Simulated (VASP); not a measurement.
CaH3Pd:

```xyz
5
Lattice="3.7067 0.0000 0.0000 0.0000 3.7067 0.0000 0.0000 0.0000 3.7067" Properties=species:S:1:pos:R:3 pbc="T T T"
Ca    1.8534    1.8534    1.8534
H     1.8534    0.0000    0.0000
H     0.0000    1.8534    0.0000
H     0.0000    0.0000    1.8534
Pd    0.0000    0.0000    0.0000
```

Base run:

| Quantity | Value |
| --- | --- |
| Program | VASP 6.6.1 |
| Functional | PBEsol |
| Potentials or basis | VASP PAW PBE potentials, release 64 (Ca_sv, H, Pd) |
| Cutoff | 520 eV |
| k mesh | 6 × 6 × 6 |
| Occupations | methfessel-paxton, width 0.15 eV |
| Spin | no spin polarisation |

Its results: pressure -2.2 GPa.

Q: The run is repeated on the same cell with these changes: k mesh from 6 × 6 × 6 to 3 × 3 × 3; further incar settings from ALGO = Normal; EDIFF = 1e-06; NBANDS = 20 to ALGO = Normal; EDIFF = 1e-07; NBANDS = 20. What comes out?

A: Pressure -1.6 GPa.

Caveats: some runs use coarse meshes; the PAW data sets were made with another functional, which shifts forces and pressure a little.
